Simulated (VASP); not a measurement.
# TiB (Fm-3m) in VASP: further runs, part 2 of 2

VASP 6.6.1. The steps go on from the part before.

### Step 3. Relaxation of cell and atoms, PBEsol

This run uses another cell than the first one, of 7.59 Å³/atom.

INCAR reads:

```
SYSTEM = TiB
ALGO = Normal
EDIFF = 1E-7
EDIFFG = -0.01
ENCUT = 500
GGA = PS
GGA_COMPAT = .False.
IBRION = 2
ISIF = 3
ISMEAR = 0
LASPH = .True.
LCHARG = .False.
LREAL = .False.
LWAVE = .False.
NELM = 120
NELMIN = 4
NSW = 80
PREC = Accurate
SIGMA = 0.1
```

KPOINTS reads:

```
k-points
0
Gamma
  8 8 8
  0 0 0
```

POSCAR reads:

```
TiB
1.0
    0.0000000000      1.9650000000      1.9650000000
    1.9650000000      0.0000000000      1.9650000000
    1.9650000000      1.9650000000      0.0000000000
Ti B
1 1
Direct
    0.0000000000      0.0000000000      0.0000000000
    0.5000000000      0.5000000000      0.5000000000
```

Potentials or basis: VASP PAW PBE potentials, release 64 (Ti_sv, B).

On the command line:

```console
cat potpaw_PBE.64/Ti_sv/POTCAR potpaw_PBE.64/B/POTCAR > POTCAR
mpirun -np 1 vasp_std > vasp.out
```

OUTCAR:

```text
SYSTEM = TiB
   EDIFF = 1E-7
   EDIFFG = -0.01
   ENCUT = 500
   GGA = PS
   IBRION = 2
   ISIF = 3
   ISMEAR = 0
   LASPH = .True.
   LREAL = .False.
   NELM = 120
   NELMIN = 4
   NSW = 80
   PREC = Accurate

 ion  position               nearest neighbor table
   1  0.000  0.000  0.000-   2 1.97   2 1.97   2 1.97   2 1.97   2 1.97   2 1.97
   2  0.500  0.500  0.500-   1 1.97   1 1.97   1 1.97   1 1.97   1 1.97   1 1.97

  LATTYP: Found a face centered cubic cell.
 ALAT       =     3.9300000000

  Lattice vectors:

 A1 = (   0.0000000000,   1.9650000000,   1.9650000000)
 A2 = (   1.9650000000,   0.0000000000,   1.9650000000)
 A3 = (   1.9650000000,   1.9650000000,   0.0000000000)

Analysis of symmetry for initial positions (statically):
=====================================================================
 Subroutine PRICEL returns:
 Original cell was already a primitive cell.

 Routine SETGRP: Setting up the symmetry group for a
 face centered cubic supercell.

 Subroutine GETGRP returns: Found 48 space group operations
 (whereof 48 operations were pure point group operations)
 out of a pool of 48 trial point group operations.

The static configuration has the point symmetry O_h .

Analysis of symmetry for dynamics (positions and initial velocities):
=====================================================================
 Subroutine PRICEL returns:
 Original cell was already a primitive cell.

 Routine SETGRP: Setting up the symmetry group for a
 face centered cubic supercell.

 Subroutine GETGRP returns: Found 48 space group operations
 (whereof 48 operations were pure point group operations)
 out of a pool of 48 trial point group operations.

The dynamic configuration has the point symmetry O_h .

 Subroutine INISYM returns: Found 48 space group operations
 (whereof 48 operations are pure point group operations),
 and found     1 'primitive' translations

----------------------------------------------------------------------------------------

                                     Primitive cell

  volume of cell :      15.1746

[... 80 lines left out ...]
   ISTART =      0    job   : 0-new  1-cont  2-samecut
   ICHARG =      2    charge: 1-file 2-atom 10-const
   ISPIN  =      1    spin polarized calculation?
   LNONCOLLINEAR =      F non collinear calculations
   LSORBIT =      F    spin-orbit coupling
   LASPH  =      T    aspherical Exc in radial PAW
   ENCUT  =  500.0 eV  36.75 Ry    6.06 a.u.   5.07  5.07  5.07*2*pi/ulx,y,z
   NELM   =    120;   NELMIN=  4; NELMDL= -5     # of ELM steps
   EDIFF  = 0.1E-06   stopping-criterion for ELM
   LREAL  =      F    real-space projection
   EDIFFG = -.1E-01   stopping-criterion for IOM
   NSW    =     80    number of steps for IOM
   IBRION =      2    ionic relax: 0-MD 1-quasi-New 2-CG
   NFREE  =      1    steps in history (QN), initial steepest desc. (CG)
   ISIF   =      3    stress and relaxation
   ISYM   =      2    0-nonsym 1-usesym 2-fastsym
   POTIM  = 0.5000    time-step for ionic-motion
   TEBEG  =    0.0;   TEEND  =   0.0 temperature during run
   PSTRESS=    0.0 pullay stress
   NELECT =      15.0000    total number of electrons
   NUPDOWN=      -1.0000    fix difference up-down
   EMIN   =  10.00;   EMAX   =-10.00  energy-range for DOS
   EFERMI =   0.00;   METHOD = LEGACY
   ISMEAR =     0;   SIGMA  =   0.10  broadening in eV -4-tet -1-fermi 0-gaus
   EFERMI_NEDOS =   21; number of points for ismear=-14 and -15
   IALGO  =     38    algorithm
   IMIX   =      4    mixing-type and parameters
     AMIX     =   0.40;   BMIX     =  1.00
     AMIX_MAG =   1.60;   BMIX_MAG =  1.00
  volume/ion in A,a.u.               =       7.59        51.20
  Fermi-wavevector in a.u.,A,eV,Ry     =   1.630795  3.081756 36.184589  2.659492
  Thomas-Fermi vector in A             =   2.723037
   LORBIT       =      0    0 simple, 1 ext, 2 COOP (PROOUT), +10 PAW based schemes
   GGA     = PS    functional components
   LHFCALC =     F    Hartree Fock is set to
   AEXX    =    0.0000 exact exchange contribution
   IVDW    =     0    specifies the selected vdW correction
   LEPSILON=     F    determine dielectric tensor
   LRPA    =     F    only Hartree local field effects (RPA)
 conjugate gradient relaxation of ions
 non-spin polarized calculation
 Gauss-broadening in eV      SIGMA  =   0.10
  energy-cutoff  :      500.00
  volume of cell :       15.17
 maximum number of plane-waves:       396
   NGX = 11   NGY = 11   NGZ = 11

--------------------------------------- Ionic step        1  -------------------------------------------

 number of electron      15.0000007 magnetization

 Free energy of the ion-electron system (eV)
  ---------------------------------------------------
  ext. energy  EPLUGINS =         0.00000000
  ---------------------------------------------------
  free energy    TOTEN  =       -13.41223702 eV

  energy without entropy =      -13.40817612  energy(sigma->0) =      -13.41020657

 E-fermi :  11.6356     XC(G=0): -14.2093

 val. band max:       11.5240374084   @ k =   0.2500   0.1250   0.0000
 cond. band min:      11.6579070041   @ k =   0.5000   0.2500   0.0000
 fundamental gap:      0.1338695956
 Fermi energy:        11.6356452549
[... 824 lines left out ...]
--------------------------------------- Ionic step        5  -------------------------------------------

 number of electron      15.0000003 magnetization

 Free energy of the ion-electron system (eV)
  ---------------------------------------------------
  ext. energy  EPLUGINS =         0.00000000
  ---------------------------------------------------
  free energy    TOTEN  =       -16.03673484 eV

  energy without entropy =      -16.02792933  energy(sigma->0) =      -16.03233209

 E-fermi :   7.4347     XC(G=0): -12.1914

 val. band max:        7.3991988762   @ k =   0.2500   0.0000   0.0000
 cond. band min:       7.4494104090   @ k =   0.2500   0.1250   0.0000
 fundamental gap:      0.0502115329
 Fermi energy:         7.4346501534
[... 365 lines left out ...]
  FREE ENERGIE OF THE ION-ELECTRON SYSTEM (eV)
  ---------------------------------------------------
  free  energy   TOTEN  =       -16.0367348438 eV

  energy  without entropy=      -16.0279293315  energy(sigma->0) =      -16.03233209

 reached required accuracy - stopping structural energy minimisation
```

OSZICAR:

```text
N       E                     dE             d eps       ncg     rms          rms(c)
DAV:   1     0.103610230143E+03    0.10361E+03   -0.77204E+03   638   0.159E+03
DAV:   2    -0.979340125123E+01   -0.11340E+03   -0.11000E+03   644   0.380E+02
DAV:   3    -0.156646057886E+02   -0.58712E+01   -0.55716E+01   854   0.838E+01
[... 63 lines left out ...]
DAV:   4    -0.160360339870E+02   -0.46171E-03   -0.49253E-03   724   0.534E-01    0.100E-01
DAV:   5    -0.160366204136E+02   -0.58643E-03   -0.71937E-04   914   0.218E-01    0.226E-02
DAV:   6    -0.160367330985E+02   -0.11268E-03   -0.37700E-04   846   0.106E-01    0.131E-02
DAV:   7    -0.160367348230E+02   -0.17244E-05   -0.15759E-05   733   0.349E-02    0.109E-03
DAV:   8    -0.160367348438E+02   -0.20813E-07   -0.61403E-07   811   0.806E-03
   5 F= -.16036735E+02 E0= -.16032332E+02  d E =-.262450E+01
```

It took 27 s on 1 thread of Intel Xeon Platinum 8259CL at 2.50GHz (Skylake/Cascade Lake), shared host; peak memory 0.13 GiB.

What came out:

- Free energy: -16.0367 eV
- Relaxed volume: 11.28 Å³/atom
- Relaxed cell: a = 3.172 Å, b = 3.172 Å, c = 3.172 Å, α = 60.00°, β = 60.00°, γ = 60.00°
- Space group after relaxing (to 0.1 Å): Fm-3m (No. 225)
- Energy gained by relaxing: 1312.2 meV/atom
- Ionic steps: 5
- Pressure after relaxing: 0.0 GPa
- Band gap on the k mesh: zero (an odd number of electrons rules out a gap without spin polarisation)

Step by step:
| step | energy change (eV) | largest force (eV/Å) | pressure (GPa) | volume (Å³) |
| --- | --- | --- | --- | --- |
| 1 | 0.0000 | 0.0000 | 155.75 | 15.17 |
| 2 | -0.1021 | 0.0000 | -35.11 | 37.82 |
| 3 | -2.6057 | 0.0000 | -6.60 | 23.46 |
| 4 | -2.6222 | 0.0000 | -2.41 | 22.88 |
| 5 | -2.6245 | 0.0000 | 0.05 | 22.57 |

Final structure:
```
Ti B
1.0
     0.00000    2.24294    2.24294
     2.24294    0.00000    2.24294
     2.24294    2.24294    0.00000
Ti B
1 1
Direct
  0.00000 0.00000 0.00000
  0.50000 0.50000 0.50000
```

Caveat: the volume moved by over 15 % at a fixed basis, so the end points are rough; the PAW data sets were made with another functional, which shifts forces and pressure a little.
